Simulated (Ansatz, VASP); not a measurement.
# GaSb: VASP beside Ansatz

```
Ga Sb
1.0
    -1.49093    2.43469    2.72484
     1.49093   -2.43469    2.72484
     1.49093    2.43469   -2.72484
Ga Sb
1 1
Cartesian
  0.0000 0.0000 0.0000
  0.0000 0.0000 2.7248
```

Change from the starting cell: volume 19.782 Å^3 an atom, stretch along a over the lengths across it, relative to the relaxed cell 0.9736.

Alike in both runs: task single point; functional LDA; k mesh 18 × 18 × 18; occupations gaussian, width 0.15 eV; no spin polarisation.

|  | VASP | Ansatz |
| --- | --- | --- |
| version | VASP 6.6.1 | Ansatz 0.2.0 |
| potentials or method | VASP PAW LDA potentials, release 64 (Ga_d, Sb), cutoff 520 eV | scalar-relativistic, plane waves, PAW |
| valence electrons in the cell | 18 | 28 |

Ansatz gave:

| Property | Result |
| --- | --- |
| gap on the k mesh at the Fermi level (eV) | none |
| pressure (GPa) | 9.7 |
| traceless stress, the component that is largest in VASP (GPa) | -2.31 |

Which values does VASP return?

gap on the k mesh at the Fermi level (eV): none; pressure (GPa): 10.0; traceless stress, the component that is largest in VASP (GPa): -2.38.

Ansatz warns that its potentials were made for another functional, while VASP's fit it. LDA's correlation is that of Perdew and Zunger in VASP and of Perdew and Wang (1992) in Ansatz. A gap of «none» marks a metal or a gap that the smearing closes. VASP's potentials hold 18 valence electrons a cell and Ansatz's 28, so a difference there can come from the potentials and not from the codes.

Spin-orbit coupling is off throughout.
